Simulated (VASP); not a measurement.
# PbSe (Clausthalite) (Fm-3m) in VASP: notebook

The runs below take PbSe (Clausthalite) through single point, with r2SCAN.

All numbers are computed with VASP 6.6.1; they aren't measurements. Logs are shortened: lines on timing, memory, paths and dates and some standing lists are left out, and cuts for length are marked.

### 1 The cell of the first run

The structure is cubic, space group Fm-3m (No. 225). Conventional cell: a = 5.996 Å, b = 5.996 Å, c = 5.996 Å, α = 90.00°, β = 90.00°, γ = 90.00°. Within 3.9 Å of Pb (site symmetry m-3m) lie 6 Se at 3.00 Å. Se (site symmetry m-3m) has 6 Pb at 3.00 Å within 3.9 Å.

### 2 Single point, r2SCAN

The input, POSCAR:

```
PbSe
1.0
    0.0000000000      2.9981702236      2.9981702236
    2.9981702236      0.0000000000      2.9981702236
    2.9981702236      2.9981702236      0.0000000000
Pb Se
1 1
Direct
    0.0000000000      0.0000000000      0.0000000000
    0.5000000000      0.5000000000      0.5000000000
```

The input, INCAR.step1:

```
  PREC = Accurate
  ENCUT = 520
  ISMEAR = 0
  SIGMA = 0.01
  LREAL = F
  LASPH = T
  NELM = 100
  NBANDS = 17
  GGA = PE
  ALGO = Normal
  EDIFF = 1E-4
  LWAVE = T
  LCHARG = F
```

The input, INCAR.step2:

```
  PREC = Accurate
  ENCUT = 520
  EDIFF = 1E-6
  ISMEAR = 0
  SIGMA = 0.01
  LREAL = F
  LASPH = T
  NELM = 100
  ALGO = Normal
  ISIF = 2
  LWAVE = F
  LCHARG = F
  METAGGA = R2SCAN
  LMIXTAU = T
  NBANDS = 17
  ISTART = 1
```

The input, KPOINTS:

```
Automatic mesh
0
Gamma
  6 6 6
```

Potentials or basis: VASP PAW PBE potentials, release 64 (Pb_d, Se).

Command:

```console
> cat potpaw_PBE.64/Pb_d/POTCAR potpaw_PBE.64/Se/POTCAR > POTCAR
> cp INCAR.step1 INCAR
> mpirun -np 1 vasp_std > vasp.out
> cp INCAR.step2 INCAR
> mpirun -np 1 vasp_std > vasp.out
```

OUTCAR:

```text
PREC = Accurate
   ENCUT = 520
   EDIFF = 1E-6
   ISMEAR = 0
   LREAL = F
   LASPH = T
   NELM = 100
   ISIF = 2
   METAGGA = R2SCAN
   ISTART = 1

 ion  position               nearest neighbor table
   1  0.000  0.000  0.000-   2 3.00   2 3.00   2 3.00   2 3.00   2 3.00   2 3.00
   2  0.500  0.500  0.500-   1 3.00   1 3.00   1 3.00   1 3.00   1 3.00   1 3.00

  LATTYP: Found a face centered cubic cell.
 ALAT       =     5.9963404472

  Lattice vectors:

 A1 = (   0.0000000000,   2.9981702236,   2.9981702236)
 A2 = (   2.9981702236,   0.0000000000,   2.9981702236)
 A3 = (   2.9981702236,   2.9981702236,   0.0000000000)

Analysis of symmetry for initial positions (statically):
=====================================================================
 Subroutine PRICEL returns:
 Original cell was already a primitive cell.

 Routine SETGRP: Setting up the symmetry group for a
 face centered cubic supercell.

 Subroutine GETGRP returns: Found 48 space group operations
 (whereof 48 operations were pure point group operations)
 out of a pool of 48 trial point group operations.

The static configuration has the point symmetry O_h .

Analysis of symmetry for dynamics (positions and initial velocities):
=====================================================================
 Subroutine PRICEL returns:
 Original cell was already a primitive cell.

 Routine SETGRP: Setting up the symmetry group for a
 face centered cubic supercell.

 Subroutine GETGRP returns: Found 48 space group operations
 (whereof 48 operations were pure point group operations)
 out of a pool of 48 trial point group operations.

The dynamic configuration has the point symmetry O_h .

 Subroutine INISYM returns: Found 48 space group operations
 (whereof 48 operations are pure point group operations),
 and found     1 'primitive' translations

----------------------------------------------------------------------------------------

                                     Primitive cell

  volume of cell :      53.9013

  direct lattice vectors                    reciprocal lattice vectors
     0.000000000  2.998170224  2.998170224    -0.166768383  0.166768383  0.166768383
     2.998170224  0.000000000  2.998170224     0.166768383 -0.166768383  0.166768383
     2.998170224  2.998170224  0.000000000     0.166768383  0.166768383 -0.166768383

  length of vectors
     4.240052993  4.240052993  4.240052993     0.288851312  0.288851312  0.288851312

  position of ions in fractional coordinates (direct lattice)
     0.000000000  0.000000000  0.000000000
     0.500000000  0.500000000  0.500000000

  ion indices of the primitive-cell ions
   primitive index   ion index
                 1           1
                 2           2

----------------------------------------------------------------------------------------

 KPOINTS: Automatic mesh

Automatic generation of k-mesh.
 Grid dimensions read from file:
 generate k-points for:    6    6    6

 Generating k-lattice:

  Cartesian coordinates                     Fractional coordinates (reciprocal lattice)
    -0.027794730  0.027794730  0.027794730     0.166666667  0.000000000  0.000000000
     0.027794730 -0.027794730  0.027794730     0.000000000  0.166666667  0.000000000
     0.027794730  0.027794730 -0.027794730     0.000000000  0.000000000  0.166666667

  Length of vectors
     0.048141885  0.048141885  0.048141885

  Shift w.r.t. Gamma in fractional coordinates (k-lattice)
     0.000000000  0.000000000  0.000000000

 Subroutine IBZKPT returns following result:
 ===========================================

 Found     16 irreducible k-points:

 Following reciprocal coordinates:
            Coordinates               Weight
  0.000000  0.000000  0.000000      1.000000
  0.166667  0.000000  0.000000      8.000000
  0.333333  0.000000  0.000000      8.000000
  0.500000  0.000000  0.000000      4.000000
  0.166667  0.166667  0.000000      6.000000
  0.333333  0.166667  0.000000     24.000000
[... 8 lines left out ...]
 -0.333333  0.333333  0.166667     24.000000
 -0.333333  0.500000  0.166667     12.000000
   k-points           NKPTS =     16   k-points in BZ     NKDIM =     16   number of bands    NBANDS=     17
   number of dos      NEDOS =    301   number of ions     NIONS =      2
   total plane-waves  NPLWV =  32768
   dimension x,y,z NGX =    32 NGY =   32 NGZ =   32
   dimension x,y,z NGXF=    64 NGYF=   64 NGZF=   64
   ions per type =               1   1
   NGX,Y,Z   is equivalent  to a cutoff of  12.55, 12.55, 12.55 a.u.
   NGXF,Y,Z  is equivalent  to a cutoff of  25.09, 25.09, 25.09 a.u.
 SYSTEM =  unknown system
   PREC   = accura    normal or accurate (medium, high low for compatibility)
   ISTART =      1    job   : 0-new  1-cont  2-samecut
   ICHARG =      0    charge: 1-file 2-atom 10-const
   ISPIN  =      1    spin polarized calculation?
   LNONCOLLINEAR =      F non collinear calculations
   LSORBIT =      F    spin-orbit coupling
   LASPH  =      T    aspherical Exc in radial PAW
   ENCUT  =  520.0 eV  38.22 Ry    6.18 a.u.   7.88  7.88  7.88*2*pi/ulx,y,z
   NELM   =    100;   NELMIN=  2; NELMDL=  0     # of ELM steps
   EDIFF  = 0.1E-05   stopping-criterion for ELM
   LREAL  =      F    real-space projection
   EDIFFG = 0.1E-04   stopping-criterion for IOM
   NSW    =      0    number of steps for IOM
   IBRION =     -1    ionic relax: 0-MD 1-quasi-New 2-CG
   NFREE  =      0    steps in history (QN), initial steepest desc. (CG)
   ISIF   =      2    stress and relaxation
   ISYM   =      2    0-nonsym 1-usesym 2-fastsym
   POTIM  = 0.5000    time-step for ionic-motion
   TEBEG  =    0.0;   TEEND  =   0.0 temperature during run
   PSTRESS=    0.0 pullay stress
   NELECT =      20.0000    total number of electrons
   NUPDOWN=      -1.0000    fix difference up-down
   EMIN   =  10.00;   EMAX   =-10.00  energy-range for DOS
   EFERMI =   0.00;   METHOD = LEGACY
   ISMEAR =     0;   SIGMA  =   0.01  broadening in eV -4-tet -1-fermi 0-gaus
   EFERMI_NEDOS =   21; number of points for ismear=-14 and -15
   IALGO  =     38    algorithm
   IMIX   =      4    mixing-type and parameters
     AMIX     =   0.40;   BMIX     =  1.00
     AMIX_MAG =   1.60;   BMIX_MAG =  1.00
  volume/ion in A,a.u.               =      26.95       181.87
  Fermi-wavevector in a.u.,A,eV,Ry     =   1.176391  2.223058 18.829061  1.383897
  Thomas-Fermi vector in A             =   2.312756
   LORBIT       =      0    0 simple, 1 ext, 2 COOP (PROOUT), +10 PAW based schemes
   METAGGA = R2SCAN    functional components
   LHFCALC =     F    Hartree Fock is set to
   AEXX    =    0.0000 exact exchange contribution
   IVDW    =     0    specifies the selected vdW correction
   LEPSILON=     F    determine dielectric tensor
   LRPA    =     F    only Hartree local field effects (RPA)
 non-spin polarized calculation
 Gauss-broadening in eV      SIGMA  =   0.01
  energy-cutoff  :      520.00
  volume of cell :       53.90
 maximum number of plane-waves:      1464
   NGX = 15   NGY = 15   NGZ = 15

 number of electron      20.0000001 magnetization

 Free energy of the ion-electron system (eV)
  ---------------------------------------------------
  ext. energy  EPLUGINS =         0.00000000
  ---------------------------------------------------
  free energy    TOTEN  =       -71.85872088 eV

  energy without entropy =      -71.85872088  energy(sigma->0) =      -71.85872088

 E-fermi :   5.8622     XC(G=0): -10.3804

 val. band max:        5.8025641269   @ k =   0.5000   0.0000   0.0000
 cond. band min:       6.1468746076   @ k =   0.5000   0.0000   0.0000
 fundamental gap:      0.3443104807
 Fermi energy:         5.8622412647

 k-point     1 :       0.0000    0.0000    0.0000
  band No.  band energies     occupation
      1     -11.8634      2.00000
      2     -11.8634      2.00000
      3     -11.8620      2.00000
      4     -11.8620      2.00000
      5     -11.8620      2.00000
      6      -9.0058      2.00000
[... 9 lines left out ...]
     16      12.5325      0.00000
     17      14.1705      0.00000

 k-point     2 :       0.1667    0.0000    0.0000
  band No.  band energies     occupation
      1     -11.8721      2.00000
      2     -11.8721      2.00000
      3     -11.8611      2.00000
      4     -11.8517      2.00000
      5     -11.8517      2.00000
      6      -8.7663      2.00000
[... 9 lines left out ...]
     16      13.1630      0.00000
     17      16.2462      0.00000

 k-point     3 :       0.3333    0.0000    0.0000
  band No.  band energies     occupation
      1     -11.8900      2.00000
      2     -11.8900      2.00000
      3     -11.8601      2.00000
      4     -11.8307      2.00000
      5     -11.8307      2.00000
      6      -8.1635      2.00000
[... 9 lines left out ...]
     16      14.7131      0.00000
     17      18.5174      0.00000

 k-point     4 :       0.5000    0.0000    0.0000
  band No.  band energies     occupation
      1     -11.8989      2.00000
      2     -11.8989      2.00000
      3     -11.8599      2.00000
      4     -11.8201      2.00000
      5     -11.8201      2.00000
      6      -7.7472      2.00000
[... 9 lines left out ...]
     16      16.3522      0.00000
     17      16.5607      0.00000

 k-point     5 :       0.1667    0.1667    0.0000
  band No.  band energies     occupation
      1     -11.8934      2.00000
      2     -11.8678      2.00000
      3     -11.8573      2.00000
      4     -11.8485      2.00000
      5     -11.8485      2.00000
      6      -8.6763      2.00000
[... 9 lines left out ...]
     16      14.3381      0.00000
     17      15.5012      0.00000

 k-point     6 :       0.3333    0.1667    0.0000
  band No.  band energies     occupation
      1     -11.9263      2.00000
      2     -11.8666      2.00000
      3     -11.8666      2.00000
      4     -11.8365      2.00000
      5     -11.8275      2.00000
      6      -8.1705      2.00000
[... 9 lines left out ...]
     16      15.7009      0.00000
     17      17.4638      0.00000

 k-point     7 :       0.5000    0.1667    0.0000
  band No.  band energies     occupation
      1     -11.9369      2.00000
      2     -11.8829      2.00000
      3     -11.8565      2.00000
      4     -11.8310      2.00000
      5     -11.8175      2.00000
      6      -7.6309      2.00000
[... 9 lines left out ...]
     16      16.6252      0.00000
     17      17.1141      0.00000

 k-point     8 :      -0.3333    0.1667    0.0000
  band No.  band energies     occupation
      1     -11.9170      2.00000
      2     -11.8900      2.00000
      3     -11.8529      2.00000
      4     -11.8310      2.00000
      5     -11.8286      2.00000
      6      -7.7814      2.00000
[... 9 lines left out ...]
     16      16.0478      0.00000
     17      17.5703      0.00000

 k-point     9 :      -0.1667    0.1667    0.0000
  band No.  band energies     occupation
      1     -11.8853      2.00000
      2     -11.8836      2.00000
      3     -11.8592      2.00000
      4     -11.8467      2.00000
      5     -11.8368      2.00000
      6      -8.3901      2.00000
[... 9 lines left out ...]
     16      15.2143      0.00000
     17      15.9419      0.00000

 k-point    10 :       0.3333    0.3333    0.0000
  band No.  band energies     occupation
      1     -11.9952      2.00000
      2     -11.8795      2.00000
      3     -11.8452      2.00000
      4     -11.8199      2.00000
      5     -11.8199      2.00000
      6      -7.8089      2.00000
[... 9 lines left out ...]
     16      16.8355      0.00000
     17      17.5625      0.00000

 k-point    11 :       0.5000    0.3333    0.0000
  band No.  band energies     occupation
      1     -12.0200      2.00000
      2     -11.8745      2.00000
      3     -11.8524      2.00000
      4     -11.8161      2.00000
      5     -11.8106      2.00000
      6      -7.3757      2.00000
[... 9 lines left out ...]
     16      17.5091      0.00000
     17      18.3599      0.00000

 k-point    12 :      -0.3333    0.3333    0.0000
  band No.  band energies     occupation
      1     -11.9807      2.00000
      2     -11.8718      2.00000
      3     -11.8537      2.00000
      4     -11.8310      2.00000
      5     -11.8181      2.00000
      6      -7.3529      2.00000
[... 9 lines left out ...]
     16      15.8958      0.00000
     17      18.1142      0.00000

 k-point    13 :       0.5000    0.5000    0.0000
  band No.  band energies     occupation
      1     -12.0613      2.00000
      2     -11.8854      2.00000
      3     -11.8390      2.00000
      4     -11.8048      2.00000
      5     -11.8048      2.00000
      6      -7.2331      2.00000
[... 9 lines left out ...]
     16      18.6647      0.00000
     17      18.9502      0.00000

 k-point    14 :       0.5000    0.3333    0.1667
  band No.  band energies     occupation
      1     -11.9653      2.00000
      2     -11.8693      2.00000
      3     -11.8628      2.00000
      4     -11.8274      2.00000
      5     -11.8205      2.00000
      6      -7.6612      2.00000
[... 9 lines left out ...]
     16      16.5646      0.00000
     17      17.0921      0.00000

 k-point    15 :      -0.3333    0.3333    0.1667
  band No.  band energies     occupation
      1     -11.9797      2.00000
      2     -11.8748      2.00000
      3     -11.8467      2.00000
      4     -11.8419      2.00000
      5     -11.8121      2.00000
      6      -7.3525      2.00000
[... 9 lines left out ...]
     16      17.7002      0.00000
     17      17.9769      0.00000

 k-point    16 :      -0.3333    0.5000    0.1667
  band No.  band energies     occupation
      1     -12.0226      2.00000
      2     -11.8664      2.00000
      3     -11.8583      2.00000
      4     -11.8261      2.00000
      5     -11.8048      2.00000
      6      -7.2162      2.00000
[... 9 lines left out ...]
     16      18.3105      0.00000
     17      18.9527      0.00000

------------------------ aborting loop because EDIFF is reached ----------------------------------------

  FORCE on cell =-STRESS in cart. coord.  units (eV):
  Direction    XX          YY          ZZ          XY          YZ          ZX
  --------------------------------------------------------------------------------------
  -------------------------------------------------------------------------------------
  Total        1.8896415      1.8896415      1.8896415      0.0000000      0.0000000      0.0000000
  in kB       56.1682839     56.1682839     56.1682839      0.0000000      0.0000000      0.0000000
  external PRESSURE =      56.1682839 kB  Pullay stress =       0.0000000 kB

 VOLUME and BASIS-vectors are now :
 -----------------------------------------------------------------------------
  energy-cutoff  :      520.00
  volume of cell :       53.90
      direct lattice vectors                 reciprocal lattice vectors
     0.000000000  2.998170224  2.998170224    -0.166768383  0.166768383  0.166768383
     2.998170224  0.000000000  2.998170224     0.166768383 -0.166768383  0.166768383
     2.998170224  2.998170224  0.000000000     0.166768383  0.166768383 -0.166768383

 POSITION                                       TOTAL-FORCE (eV/Angst)
 -----------------------------------------------------------------------------------
      0.00000      0.00000      0.00000         0.000000      0.000000      0.000000
      2.99817      2.99817      2.99817        -0.000000     -0.000000     -0.000000
 -----------------------------------------------------------------------------------
    total drift:                                0.000000     -0.000000     -0.000000

  FREE ENERGIE OF THE ION-ELECTRON SYSTEM (eV)
  ---------------------------------------------------
  free  energy   TOTEN  =       -71.8587208801 eV

  energy  without entropy=      -71.8587208801  energy(sigma->0) =      -71.85872088
```

Wall time 58 s (1 thread of AMD EPYC 7R43 (Zen 3), shared host); peak memory 0.15 GiB.

What came out:

```yaml
Free_energy: -71.8587 eV
Pressure: 5.6 GPa
Band_gap_on_the_k_mesh: 0.34 eV, direct
```

Caveat: the PAW data sets were made with another functional, which shifts forces and pressure a little; spin-orbit coupling is left out, which moves the levels of the heavy elements.

### 3 Single point, r2SCAN

This run uses another cell than the first one, of 27.52 Å³/atom, 1.021 times its volume.

The input, POSCAR:

```
PbSe
1.0
    0.0000000000      3.0192847941      3.0192847941
    3.0192847941      0.0000000000      3.0192847941
    3.0192847941      3.0192847941      0.0000000000
Pb Se
1 1
Direct
    0.0000000000      0.0000000000      0.0000000000
    0.5000000000      0.5000000000      0.5000000000
```

The input, INCAR.step1:

```
PREC = Accurate ; ENCUT = 520
ISMEAR = 0 ; SIGMA = 0.01
LREAL = False ; LASPH = True
NELM = 100 ; NBANDS = 17
GGA = PE ; ALGO = Normal
EDIFF = 1E-4 ; LWAVE = True
LCHARG = False
```

The input, INCAR.step2:

```
PREC = Accurate ; ENCUT = 520
EDIFF = 1E-7 ; ISMEAR = 0
SIGMA = 0.01 ; LREAL = False
LASPH = True ; NELM = 100
ALGO = Normal ; ISIF = 2
LWAVE = False ; LCHARG = True
METAGGA = R2SCAN ; LMIXTAU = True
LELF = True ; LVHAR = True
NBANDS = 17 ; ISTART = 1
```

KPOINTS is that of step 2.

Potentials or basis: VASP PAW PBE potentials, release 64 (Pb_d, Se).

Command:

```console
> cat potpaw_PBE.64/Pb_d/POTCAR potpaw_PBE.64/Se/POTCAR > POTCAR
> cp INCAR.step1 INCAR
> mpirun -np 1 vasp_std > vasp.out
> cp INCAR.step2 INCAR
> mpirun -np 1 vasp_std > vasp.out
```

It took 76 s on 1 thread of AMD EPYC 7R43 (Zen 3), shared host; peak memory 0.15 GiB.

It converged, with:

```
Free energy            : -71.8936 eV
Pressure               : 4.1 GPa
Band gap on the k mesh : 0.43 eV, direct
```

Levels at points of the mesh, in eV from the valence-band top:
```tsv
k point	band 8	band 9	band 10	band 11	band 12	band 13
(0.00, 0.00, 0.00)	-2.29	-2.29	-2.29	5.08	5.08	5.08
(0.50, 0.00, 0.00)	-1.83	-1.83	0.00	0.43	1.76	1.76
(0.50, 0.50, 0.00)	-5.57	-3.72	-3.72	3.79	6.11	6.11
```

Caveat: the PAW data sets were made with another functional, which shifts forces and pressure a little; spin-orbit coupling is left out, which moves the levels of the heavy elements. A k mesh can miss the band edges.
